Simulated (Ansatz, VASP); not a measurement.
## Two plane-wave programs on Si

```
Si
1.0
    -2.37137    2.37137    1.26280
     2.37137   -2.37137    1.26280
     2.37137    2.37137   -1.26280
Si
2
Direct
  0.25000 0.75000 0.50000
  0.50000 0.50000 0.00000
```

Change from the starting cell: strain +0.000 along x and y, -0.050 along z, atoms carried along.

Alike in both runs: task single point; functional r2SCAN; k mesh 20 × 20 × 20; occupations gaussian, width 0.15 eV; no spin polarisation.

|  | VASP | Ansatz |
| --- | --- | --- |
| version | VASP 6.6.1 | Ansatz 0.2.0 |
| potentials or method | VASP PAW PBE potentials, release 64 (Si), cutoff 520 eV | scalar-relativistic, plane waves, PAW |
| valence electrons in the cell | 8 | 8 |

|  | VASP | Ansatz | Ansatz less VASP |
| --- | --- | --- | --- |
| gap on the k mesh at the Fermi level (eV) | none | none | - |
| pressure (GPa) | 8.9 | 9.0 | +0.12 |
| traceless stress, the component that is largest in VASP (GPa) | 2.59 | 2.53 | -0.064 |

VASP's potentials were made for PBE, not for r2SCAN. A gap of «none» marks a metal or a gap that the smearing closes.
